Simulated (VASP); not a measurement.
Set up this calculation in VASP 6.6.1, as the native input.

```
Task                   : single point
Functional             : PBEsol
Potentials or basis    : VASP PAW PBE potentials, release 64 (Te, Cd)
Cutoff                 : 520 eV
k mesh                 : 6 × 6 × 1
Occupations            : gaussian, width 0.05 eV
Spin                   : no spin polarisation
Dipole correction      : yes
Further INCAR settings : ALGO = Normal; EDIFF = 1e-06; NBANDS = 49
```

The structure of Cd4Te5 lies in POSCAR:

```
Cd4Te5
1.0
    4.5886584790      0.0000000000      0.0000000000
    0.0000000000      4.5886584790      0.0000000000
    0.0000000000      0.0000000000     27.9786861081
Te Cd
5 4
Direct
    0.0000000000      0.5000000000      0.2697744039
    0.5000000000      0.0000000000      0.3850498520
    0.0000000000      0.5000000000      0.4999999946
    0.5000000000      0.0000000000      0.6149501461
    0.0000000000      0.5000000000      0.7302256027
    0.5000000000      0.5000000000      0.3249187568
    0.0000000000      0.0000000000      0.4416979942
    0.5000000000      0.5000000000      0.5583020026
    0.0000000000      0.0000000000      0.6750812471
```

One way to write it, as run:

INCAR

```
PREC     = Accurate       # precision mode
ENCUT    = 520            # plane-wave cutoff, eV
EDIFF    = 1E-6           # SCF threshold, eV
ISMEAR   = 0              # smearing method
SIGMA    = 0.05           # smearing width, eV
LREAL    = F              # projectors in reciprocal space
LASPH    = T              # aspherical terms in the spheres
NELM     = 60             # most SCF steps
ALGO     = Normal         # electronic algorithm
ISIF     = 2              # what is computed and relaxed
LWAVE    = F              # write WAVECAR
LCHARG   = F              # write CHGCAR
LDIPOL   = T            
IDIPOL   = 3            
DIPOL    = 0.5 0.5 0.500
GGA      = PS             # functional
NBANDS   = 49             # bands
```

KPOINTS

```
regular mesh
0
Gamma
  6 6 1
```

Potentials or basis: VASP PAW PBE potentials, release 64 (Te, Cd).

The run is started by

```bash
$ cat potpaw_PBE.64/Te/POTCAR potpaw_PBE.64/Cd/POTCAR > POTCAR
$ mpirun -np 1 vasp_std > vasp.out
```

Results of the run:

* Largest force: 0.032 eV/Å
* Band gap on the k mesh: zero (bands 39 and 40 overlap by 1.12 eV)

Caveat: the PAW data sets were made with another functional, which shifts forces and pressure a little; spin-orbit coupling is left out, which moves the levels of the heavy elements.

Wall time 11 min on 1 thread of Intel Xeon 8259CL, with other jobs on the host, peak memory 0.69 GiB.
